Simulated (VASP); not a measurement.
Here is a VASP 6.6.1 calculation.

Contents of INCAR:

```
SYSTEM = KI
PREC = Accurate ; ENCUT = 520
EDIFF = 1E-7 ; ISMEAR = 0
SIGMA = 0.01 ; LREAL = .False.
LASPH = .True. ; NELM = 80
ALGO = Normal ; ISIF = 2
LWAVE = .False. ; LCHARG = .False.
GGA = PE ; NBANDS = 15
```

Contents of KPOINTS:

```
Automatic mesh
0
Gamma
  6 6 6
  0 0 0
```

POSCAR

```
KI
1.0
    0.0000000000      3.5911591809      3.5911591809
    3.5911591809      0.0000000000      3.5911591809
    3.5911591809      3.5911591809      0.0000000000
K I
1 1
Direct
    0.0000000000      0.0000000000      0.0000000000
    0.5000000000      0.5000000000      0.5000000000
```

Potentials or basis: VASP PAW PBE potentials, release 64 (K_sv, I).

Command:

```bash
$ cat potpaw_PBE.64/K_sv/POTCAR potpaw_PBE.64/I/POTCAR > POTCAR
$ mpirun -np 1 vasp_std > vasp.out
```

Question: What does it give for the band gap on the k mesh?

Answer: 3.85 eV, direct.

Question: Estimate the pressure.

Answer: 0.0 GPa.

Caveat: spin-orbit coupling is left out, which moves the levels of the heavy elements.
